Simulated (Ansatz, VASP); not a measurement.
## One calculation of CaSi3N2, two programs

```xyz
6
Lattice="5.2950 0.0000 0.0000 -2.6475 4.5856 0.0000 0.0000 0.0000 5.4174" Properties=species:S:1:pos:R:3 pbc="T T T"
Ca    0.0000    0.0000    0.0000
Si    0.0000    0.0000    2.7087
Si    0.0000    3.0571    0.0000
Si    0.0000    3.0571    2.7087
N     2.6475    1.5285    0.5619
N     2.6475    1.5285    4.8554
```

Change from the starting cell: species swapped into the Eu2Si3Au type (P-6m2, No. 187).

Alike in both runs: functional PBE; k mesh 6 × 6 × 4; occupations gaussian, width 0.1 eV; no spin polarisation.

Ansatz relaxed the structure, and its values are those at the end. VASP's run is a single point on that final structure, the one shown.

|  | VASP | Ansatz |
| --- | --- | --- |
| version | VASP 6.6.1 | Ansatz 0.2.0 |
| potentials or method | VASP PAW PBE potentials, release 64 (Ca_sv, Si, N), cutoff 600 eV | scalar-relativistic, plane waves, PAW |
| valence electrons in the cell | 32 | 32 |

|  | VASP | Ansatz | Ansatz less VASP |
| --- | --- | --- | --- |
| gap on the k mesh at the Fermi level (eV) | none | none | - |
| pressure (GPa) | 0.5 | -0.1 | -0.55 |
| rms of the force components (eV/Å) | 0.414 | 0.005 | -0.4095 |

A gap of «none» marks a metal or a gap that the smearing closes. One of these differences is far larger than is usual between the two programs; its cause wasn't traced. The functional is the same, so the differences come from potentials, cutoffs and numerics.

Noted on VASP's run: the standard files for N, O and F lose accuracy on very short bonds.
